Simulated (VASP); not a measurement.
Set up this calculation in VASP 6.6.1, as the native input.

```
Task                   : relaxation of cell and atoms
Functional             : PBE
Potentials or basis    : VASP PAW PBE potentials, release 64 (Be, Ge_d)
Cutoff                 : 600 eV
k mesh                 : 18 × 18 × 6
Occupations            : gaussian, width 0.1 eV
Spin                   : no spin polarisation
Dipole correction      : no
Further INCAR settings : ALGO = Normal; EDIFF = 1e-07; IBRION = 2; EDIFFG = -0.01; NSW = 100; ISIF = 3
```

The structure of BeGe lies in POSCAR:

```
BeGe
1.0
    2.7877242221      0.0000000000      0.0000000000
   -1.3938621110      2.4142399951      0.0000000000
    0.0000000000      0.0000000000      8.8651537696
Be Ge
2 2
Direct
    0.6666666667      0.3333333333      0.9095068068
    0.3333333333      0.6666666667      0.0904931932
    0.3333333333      0.6666666667      0.6886006825
    0.6666666667      0.3333333333      0.3113993175
```

The cell was generated, and may not be a known phase.

The input as run:

INCAR

```
  PREC = Accurate
  ENCUT = 600
  EDIFF = 1E-7
  ISMEAR = 0
  SIGMA = 0.1
  LREAL = False
  LASPH = True
  NELM = 60
  ALGO = Normal
  ISIF = 3
  LWAVE = False
  LCHARG = False
  GGA = PE
  IBRION = 2
  NSW = 100
  EDIFFG = -0.01
```

KPOINTS

```
regular mesh
0
Gamma
  18 18 6
```

Potentials or basis: VASP PAW PBE potentials, release 64 (Be, Ge_d).

Launch:

```sh
$ cat potpaw_PBE.64/Be/POTCAR potpaw_PBE.64/Ge_d/POTCAR > POTCAR
$ mpirun -np 1 vasp_std > vasp.out
```

It gave:

```json
{"Relaxed volume": "15.32 Å³/atom", "Relaxed cell": "a = 2.771 Å, b = 2.771 Å, c = 9.213 Å, α = 90.00°, β = 90.00°, γ = 120.00°", "Space group after relaxing (to 0.1 Å)": "P-3m1 (No. 164)", "Energy gained by relaxing": "2.5 meV/atom", "Ionic steps": "12", "Pressure after relaxing": "0.0 GPa", "Largest force after relaxing": "0.004 eV/Å", "Band gap on the k mesh": "zero (bands 16 and 17 overlap by 6.53 eV)"}
```

Run time: 25 min on 1 thread of Intel(R) Xeon(R) Platinum 8259CL CPU @ 2.50GHz (Skylake/Cascade Lake), on a shared host, peak memory 0.41 GiB.
